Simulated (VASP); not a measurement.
# Bi (Immm) in VASP: further runs

Bi is run at these levels: PBE+D3(BJ); tasks: single point.

Everything below comes from runs of VASP 6.6.1. Logs are shortened: lines on timing, memory, paths and dates and some standing lists are left out, and cuts for length are marked.

**1. The cell of the first run**

It takes space group Immm (No. 71, orthorhombic). Conventional cell: a = 3.806 Å, b = 3.850 Å, c = 4.100 Å, α = 90.00°, β = 90.00°, γ = 90.00°. Bi (site symmetry mmm) has 14 Bi at 3.40 to 4.10 Å within 4.5 Å.

**2. Single point, PBE+D3(BJ)**

Input file INCAR:

```
SYSTEM = Bi
  PREC = Accurate
  ENCUT = 520
  EDIFF = 1E-7
  ISMEAR = 0
  SIGMA = 0.15
  LREAL = .FALSE.
  LASPH = .TRUE.
  NELM = 100
  ALGO = Fast
  ISIF = 2
  LWAVE = .FALSE.
  LCHARG = .FALSE.
  GGA = PE
  IVDW = 12
  NBANDS = 14
```

Input file KPOINTS:

```
regular mesh
0
G
  16 16 16
  0 0 0
```

Input file POSCAR:

```
Bi
1.0
   -1.9031342571      2.0500944314      1.9251782833
    1.9031342571     -2.0500944314      1.9251782833
    1.9031342571      2.0500944314     -1.9251782833
Bi
1
Direct
    0.0000000000      0.0000000000      0.0000000000
```

Potentials or basis: VASP PAW PBE potentials, release 64 (Bi_d).

Launch:

```console
> cat potpaw_PBE.64/Bi_d/POTCAR > POTCAR
> mpirun -np 1 vasp_std > vasp.out
```

OUTCAR:

```text
SYSTEM = Bi
   PREC = Accurate
   ENCUT = 520
   EDIFF = 1E-7
   ISMEAR = 0
   LREAL = .FALSE.
   LASPH = .TRUE.
   NELM = 100
   ISIF = 2
   GGA = PE
   IVDW = 12
 IVDW          = 12

 ion  position               nearest neighbor table
   1  0.000  0.000  0.000-

  LATTYP: Found a body centered orthorhombic cell.
 ALAT       =     3.8062685142
 B/A-ratio  =     1.0115830116
 C/A-ratio  =     1.0772200772

  Lattice vectors:

 A1 = (  -1.9031342571,  -2.0500944314,   1.9251782833)
 A2 = (   1.9031342571,  -2.0500944314,  -1.9251782833)
 A3 = (   1.9031342571,   2.0500944314,   1.9251782833)

Analysis of symmetry for initial positions (statically):
=====================================================================
 Subroutine PRICEL returns:
 Original cell was already a primitive cell.

 Routine SETGRP: Setting up the symmetry group for a
 body centered orthorhombic supercell.

 Subroutine GETGRP returns: Found  8 space group operations
 (whereof  8 operations were pure point group operations)
 out of a pool of  8 trial point group operations.

The static configuration has the point symmetry D_2h.

Analysis of symmetry for dynamics (positions and initial velocities):
=====================================================================
 Subroutine PRICEL returns:
 Original cell was already a primitive cell.

 Routine SETGRP: Setting up the symmetry group for a
 body centered orthorhombic supercell.

 Subroutine GETGRP returns: Found  8 space group operations
 (whereof  8 operations were pure point group operations)
 out of a pool of  8 trial point group operations.

The dynamic configuration has the point symmetry D_2h.

 Subroutine INISYM returns: Found  8 space group operations
 (whereof  8 operations are pure point group operations),
 and found     1 'primitive' translations

----------------------------------------------------------------------------------------

                                     Primitive cell

  volume of cell :      30.0451

  direct lattice vectors                    reciprocal lattice vectors
    -1.903134257  2.050094431  1.925178283     0.000000000  0.243891204  0.259716206
     1.903134257 -2.050094431  1.925178283     0.262724502  0.000000000  0.259716206
     1.903134257  2.050094431 -1.925178283     0.262724502  0.243891204  0.000000000

  length of vectors
     3.395750079  3.395750079  3.395750079     0.356279984  0.369427492  0.358478847

  position of ions in fractional coordinates (direct lattice)
     0.000000000  0.000000000  0.000000000

  ion indices of the primitive-cell ions
   primitive index   ion index
                 1           1

----------------------------------------------------------------------------------------

 KPOINTS: regular mesh

Automatic generation of k-mesh.
 Grid dimensions read from file:
 generate k-points for:   16   16   16

 Generating k-lattice:

  Cartesian coordinates                     Fractional coordinates (reciprocal lattice)
     0.000000000  0.015243200  0.016232263     0.062500000  0.000000000 -0.000000000
     0.016420281  0.000000000  0.016232263     0.000000000  0.062500000  0.000000000
     0.016420281  0.015243200  0.000000000    -0.000000000  0.000000000  0.062500000

  Length of vectors
     0.022267499  0.023089218  0.022404928

  Shift w.r.t. Gamma in fractional coordinates (k-lattice)
     0.000000000  0.000000000  0.000000000

 Subroutine IBZKPT returns following result:
 ===========================================

 Found    621 irreducible k-points:

 Following reciprocal coordinates:
            Coordinates               Weight
  0.000000  0.000000  0.000000      1.000000
  0.062500  0.000000  0.000000      4.000000
  0.125000  0.000000  0.000000      4.000000
  0.187500  0.000000  0.000000      4.000000
  0.250000  0.000000  0.000000      4.000000
  0.312500  0.000000  0.000000      4.000000
[... 16 lines left out ...]
 -0.187500  0.062500  0.000000      8.000000
 -0.125000  0.062500  0.000000      8.000000
 [... further k-points ...]
   k-points           NKPTS =    621   k-points in BZ     NKDIM =    621   number of bands    NBANDS=     14
   number of dos      NEDOS =    301   number of ions     NIONS =      1
   total plane-waves  NPLWV =  21952
   dimension x,y,z NGX =    28 NGY =   28 NGZ =   28
   dimension x,y,z NGXF=    56 NGYF=   56 NGZF=   56
   ions per type =               1
   NGX,Y,Z   is equivalent  to a cutoff of  13.71, 13.71, 13.71 a.u.
   NGXF,Y,Z  is equivalent  to a cutoff of  27.42, 27.42, 27.42 a.u.
 SYSTEM =  Bi
   PREC   = accura    normal or accurate (medium, high low for compatibility)
   ISTART =      0    job   : 0-new  1-cont  2-samecut
   ICHARG =      2    charge: 1-file 2-atom 10-const
   ISPIN  =      1    spin polarized calculation?
   LNONCOLLINEAR =      F non collinear calculations
   LSORBIT =      F    spin-orbit coupling
   LASPH  =      T    aspherical Exc in radial PAW
   ENCUT  =  520.0 eV  38.22 Ry    6.18 a.u.   6.31  6.31  6.31*2*pi/ulx,y,z
   NELM   =    100;   NELMIN=  2; NELMDL= -5     # of ELM steps
   EDIFF  = 0.1E-06   stopping-criterion for ELM
   LREAL  =      F    real-space projection
   EDIFFG = 0.1E-05   stopping-criterion for IOM
   NSW    =      0    number of steps for IOM
   IBRION =     -1    ionic relax: 0-MD 1-quasi-New 2-CG
   NFREE  =      0    steps in history (QN), initial steepest desc. (CG)
   ISIF   =      2    stress and relaxation
   ISYM   =      2    0-nonsym 1-usesym 2-fastsym
   POTIM  = 0.5000    time-step for ionic-motion
   TEBEG  =    0.0;   TEEND  =   0.0 temperature during run
   PSTRESS=    0.0 pullay stress
   NELECT =      15.0000    total number of electrons
   NUPDOWN=      -1.0000    fix difference up-down
   EMIN   =  10.00;   EMAX   =-10.00  energy-range for DOS
   EFERMI =   0.00;   METHOD = LEGACY
   ISMEAR =     0;   SIGMA  =   0.15  broadening in eV -4-tet -1-fermi 0-gaus
   EFERMI_NEDOS =   21; number of points for ismear=-14 and -15
   IALGO  =     68    algorithm
   IMIX   =      4    mixing-type and parameters
     AMIX     =   0.40;   BMIX     =  1.00
     AMIX_MAG =   1.60;   BMIX_MAG =  1.00
  volume/ion in A,a.u.               =      30.05       202.75
  Fermi-wavevector in a.u.,A,eV,Ry     =   1.298715  2.454215 22.948409  1.686661
  Thomas-Fermi vector in A             =   2.430025
   LORBIT       =      0    0 simple, 1 ext, 2 COOP (PROOUT), +10 PAW based schemes
   GGA     = PE    functional components
   LHFCALC =     F    Hartree Fock is set to
   AEXX    =    0.0000 exact exchange contribution
   IVDW    =    12    specifies the selected vdW correction
   LEPSILON=     F    determine dielectric tensor
   LRPA    =     F    only Hartree local field effects (RPA)
 non-spin polarized calculation
 RMM-DIIS sequential band-by-band and
 Gauss-broadening in eV      SIGMA  =   0.15
  energy-cutoff  :      520.00
  volume of cell :       30.05
 maximum number of plane-waves:       826
 NGX is ok and might be reduce to    28
   NGX = 13   NGY = 13   NGZ = 13

 number of electron      14.9999997 magnetization

 Free energy of the ion-electron system (eV)
  ---------------------------------------------------
  ext. energy  EPLUGINS =         0.00000000
  ---------------------------------------------------
  free energy    TOTEN  =        -3.74017648 eV

  energy without entropy =       -3.73302562  energy(sigma->0) =       -3.73660105

 E-fermi :   8.3662     XC(G=0): -10.4614

 val. band max:        8.3489114007   @ k =   0.4375  -0.2500   0.2500
 cond. band min:       8.3697281064   @ k =  -0.3125   0.3750   0.1875
 fundamental gap:      0.0208167057
 Fermi energy:         8.3661985879

 k-point     1 :       0.0000    0.0000    0.0000
  band No.  band energies     occupation
      1     -14.7115      2.00000
      2     -14.7077      2.00000
      3     -14.6883      2.00000
      4     -14.5774      2.00000
      5     -14.5504      2.00000
      6      -5.4067      2.00000
      7      13.5787      0.00000
      8      13.7510      0.00000
      9      13.8440      0.00000
     10      17.9068      0.00000
     11      18.3544      0.00000
     12      19.1654      0.00000
     13      19.2885      0.00000
     14      19.7768      0.00000

 k-point     2 :       0.0625    0.0000    0.0000
  band No.  band energies     occupation
      1     -14.7083      2.00000
      2     -14.7050      2.00000
      3     -14.6842      2.00000
      4     -14.5788      2.00000
      5     -14.5516      2.00000
      6      -5.3343      2.00000
      7      12.8153      0.00000
      8      13.6253      0.00000
      9      13.6262      0.00000
     10      17.8623      0.00000
     11      18.5073      0.00000
     12      18.8503      0.00000
     13      18.9038      0.00000
     14      20.2744      0.00000

 k-point     3 :       0.1250    0.0000    0.0000
  band No.  band energies     occupation
      1     -14.7055      2.00000
      2     -14.6995      2.00000
      3     -14.6643      2.00000
      4     -14.5828      2.00000
      5     -14.5547      2.00000
      6      -5.1182      2.00000
      7      11.1261      0.00000
      8      13.0823      0.00000
      9      13.4921      0.00000
     10      17.0921      0.00000
     11      18.3053      0.00000
     12      18.5026      0.00000
     13      19.3798      0.00000
     14      21.1965      0.00000
[... 324 lines left out ...]
 k-point    23 :      -0.1875    0.0625    0.0000
  band No.  band energies     occupation
      1     -14.7046      2.00000
      2     -14.6958      2.00000
      3     -14.6425      2.00000
      4     -14.5871      2.00000
      5     -14.5579      2.00000
      6      -4.9123      2.00000
      7      10.1279      0.00000
      8      12.3323      0.00000
      9      13.2619      0.00000
     10      17.0543      0.00000
     11      17.7423      0.00000
     12      18.9935      0.00000
     13      19.7839      0.00000
     14      21.2198      0.00000

 k-point    24 :      -0.1250    0.0625    0.0000
  band No.  band energies     occupation
      1     -14.7053      2.00000
      2     -14.7014      2.00000
      3     -14.6712      2.00000
      4     -14.5819      2.00000
      5     -14.5540      2.00000
      6      -5.1937      2.00000
      7      11.7483      0.00000
      8      13.0696      0.00000
      9      13.5000      0.00000
     10      17.4977      0.00000
     11      18.1149      0.00000
     12      19.1251      0.00000
     13      19.1596      0.00000
     14      20.6249      0.00000

 [... further k-points ...]

------------------------ aborting loop because EDIFF is reached ----------------------------------------

 Edisp (eV)   -0.52457

 E8    (eV) :    -0.2577

  FORCE on cell =-STRESS in cart. coord.  units (eV):
  Direction    XX          YY          ZZ          XY          YZ          ZX
  --------------------------------------------------------------------------------------
  -------------------------------------------------------------------------------------
  Total       0.12928    -0.12968     0.07771     0.00000     0.00000     0.00000
  in kB       6.89416    -6.91506     4.14395     0.00000     0.00000     0.00000
  external pressure =        1.37 kB  Pullay stress =        0.00 kB

 VOLUME and BASIS-vectors are now :
 -----------------------------------------------------------------------------
  energy-cutoff  :      520.00
  volume of cell :       30.05
      direct lattice vectors                 reciprocal lattice vectors
    -1.903134257  2.050094431  1.925178283     0.000000000  0.243891204  0.259716206
     1.903134257 -2.050094431  1.925178283     0.262724502  0.000000000  0.259716206
     1.903134257  2.050094431 -1.925178283     0.262724502  0.243891204  0.000000000

 POSITION                                       TOTAL-FORCE (eV/Angst)
 -----------------------------------------------------------------------------------
      0.00000      0.00000      0.00000         0.000000     -0.000000      0.000000
 -----------------------------------------------------------------------------------
    total drift:                                0.000000     -0.000000     -0.000000

  FREE ENERGIE OF THE ION-ELECTRON SYSTEM (eV)
  ---------------------------------------------------
  free  energy   TOTEN  =        -4.2647473765 eV

  energy  without entropy=       -4.2575965181  energy(sigma->0) =       -4.26117195
```

Run time: 6.8 min. Hardware: 1 thread of Intel Xeon 8259CL, shared host; peak memory 0.35 GiB.

What came out:

```yaml
Free_energy: -4.2647 eV
Pressure: 0.1 GPa
Band_gap_on_the_k_mesh: zero (an odd number of electrons rules out a gap without spin polarisation)
Dispersion_energy_per_atom: -0.525 eV
```

Levels at points of the mesh, in eV from the Fermi level:
```csv
k point,band 4,band 5,band 6,band 7,band 8,band 9,band 10,band 11
"(0.00, 0.00, 0.00)",-22.94,-22.92,-13.77,5.21,5.38,5.48,9.54,9.99
"(0.50, 0.00, 0.00)",-22.93,-22.84,-10.63,-5.34,1.98,3.97,6.48,8.12
"(0.00, 0.50, 0.00)",-22.92,-22.83,-10.33,-5.17,1.21,2.87,5.57,7.00
"(0.50, 0.50, 0.00)",-22.92,-22.84,-10.58,-5.32,1.85,3.79,6.33,7.93
"(0.50, 0.50, 0.50)",-22.85,-22.85,-8.31,-2.59,-1.59,-1.39,3.29,3.81
```

Caveat: the cell differs from its parent crystal (strain +e along x and -e along y -0.0375, strain +e along z and -e/2 along x and y -0.0175); spin-orbit coupling is left out, which moves the levels of the heavy elements.

**3. Single point, PBE+D3(BJ)**

Input file INCAR:

```
SYSTEM = Bi
ALGO = Fast ; EDIFF = 1E-7
ENCUT = 520 ; GGA = PE
ISIF = 2 ; ISMEAR = 0
IVDW = 12 ; LASPH = .TRUE.
LCHARG = .FALSE. ; LREAL = .FALSE.
LWAVE = .FALSE. ; NBANDS = 14
NELM = 80 ; PREC = Accurate
SIGMA = 0.15
```

Input file KPOINTS:

```
k-points
0
G
  16 16 16
  0 0 0
```

Input file POSCAR:

```
Bi
1.0
   -1.8688435498      2.0158037241      1.9937596979
    1.8688435498     -2.0158037241      1.9937596979
    1.8688435498      2.0158037241     -1.9937596979
Bi
1
Direct
    0.0000000000      0.0000000000      0.0000000000
```

Potentials or basis: VASP PAW PBE potentials, release 64 (Bi_d).

Launch:

```console
> cat potpaw_PBE.64/Bi_d/POTCAR > POTCAR
> mpirun -np 1 vasp_std > vasp.out
```

Run time: 8 min. Hardware: 1 thread of Intel Xeon 8259CL, shared host; peak memory 0.35 GiB.

It converged, with:

```
Free energy                : -4.2639 eV
Pressure                   : 0.2 GPa
Band gap on the k mesh     : zero (an odd number of electrons rules out a gap without spin polarisation)
Dispersion energy per atom : -0.525 eV
```

Stress tensor (GPa, compression positive):
```
 0.95  0.00  0.00
 0.00 -0.26  0.00
 0.00  0.00 -0.10
```

Levels at points of the mesh, in eV from the Fermi level:
```
           k point  band 5  band 6  band 7  band 8  band 9  band 10
(0.00, 0.00, 0.00)  -22.91  -13.77    5.20    5.21    5.66     9.50
(0.50, 0.00, 0.00)  -22.84  -10.72   -5.38    2.20    4.27     6.74
(0.00, 0.50, 0.00)  -22.83  -10.38   -5.21    1.38    3.11     5.76
(0.50, 0.50, 0.00)  -22.83  -10.42   -5.24    1.49    3.26     5.89
(0.50, 0.50, 0.50)  -22.84   -8.31   -2.34   -2.17   -1.05     3.21
```

Caveat: the cell differs from its parent crystal (strain +e along x and -e along y -0.0375, strain +e along z and -e/2 along x and y +0.0175); spin-orbit coupling is left out, which moves the levels of the heavy elements.

**4. Single point, PBE+D3(BJ)**

Input file INCAR:

```
  ALGO = Fast
  EDIFF = 1E-7
  ENCUT = 520
  GGA = PE
  ISIF = 2
  ISMEAR = 0
  IVDW = 12
  LASPH = T
  LCHARG = F
  LREAL = F
  LWAVE = F
  NBANDS = 14
  NELM = 100
  PREC = Accurate
  SIGMA = 0.15
```

Input file KPOINTS:

```
k-points
0
Gamma
  16 16 16
```

Input file POSCAR:

```
Bi
1.0
   -1.9374249645      2.0843851388      1.8565968686
    1.9374249645     -2.0843851388      1.8565968686
    1.9374249645      2.0843851388     -1.8565968686
Bi
1
Direct
    0.0000000000      0.0000000000      0.0000000000
```

Launch:

```console
> cat potpaw_PBE.64/Bi_d/POTCAR > POTCAR
> mpirun -np 1 vasp_std > vasp.out
```

It took 5.6 min on 1 thread of Intel Xeon 8259CL, shared host; peak memory 0.35 GiB.

The run converged. Its results:

- Free energy: -4.2585 eV
- Pressure: 0.3 GPa
- Band gap on the k mesh: zero (an odd number of electrons rules out a gap without spin polarisation)
- Dispersion energy per atom: -0.526 eV

Stress tensor (GPa, compression positive):
```
 0.53  0.00  0.00
 0.00 -0.65  0.00
 0.00  0.00  1.13
```

Levels at points of the mesh, in eV from the Fermi level:
```
           k point  band 4  band 5  band 6  band 7  band 8  band 9  band 10  band 11
(0.00, 0.00, 0.00)  -22.97  -22.93  -13.80    5.14    5.23    5.63     9.48     9.86
(0.50, 0.00, 0.00)  -22.93  -22.86  -10.54   -5.33    1.79    3.63     6.24     7.82
(0.00, 0.50, 0.00)  -22.92  -22.84  -10.27   -5.15    1.07    2.60     5.38     6.78
(0.50, 0.50, 0.00)  -22.95  -22.86  -10.75   -5.42    2.28    4.31     6.82     8.53
(0.50, 0.50, 0.50)  -22.87  -22.86   -8.39   -2.86   -1.72   -0.96     3.19     4.01
```

Caveat: the cell differs from its parent crystal (strain +e along x and -e along y -0.0375, strain +e along z and -e/2 along x and y -0.0525); spin-orbit coupling is left out, which moves the levels of the heavy elements.

**5. Summary**

```tsv
cell	gap on the mesh (eV)	pressure (GPa)
a = 3.396 Å, angles 111.8, 105.7, 110.9°, 1 atom	none	0.1
a = 3.396 Å, angles 113.2, 107.2, 108.1°, 1 atom	none	0.2
a = 3.398 Å, angles 110.5, 104.3, 113.8°, 1 atom	none	0.3
```

Alike in all rows: task single point; level PBE+D3(BJ); potentials or basis VASP PAW PBE potentials, release 64 (Bi_d); no spin polarisation; k mesh 16 × 16 × 16; cutoff (eV) 520; smearing gaussian 0.15 eV.

Caveats: spin-orbit coupling is left out, which moves the levels of the heavy elements.

Absolute energies hang on the potentials; compare differences alone.

The gap in the log of VASP goes by the Fermi energy; the results here count the filled bands.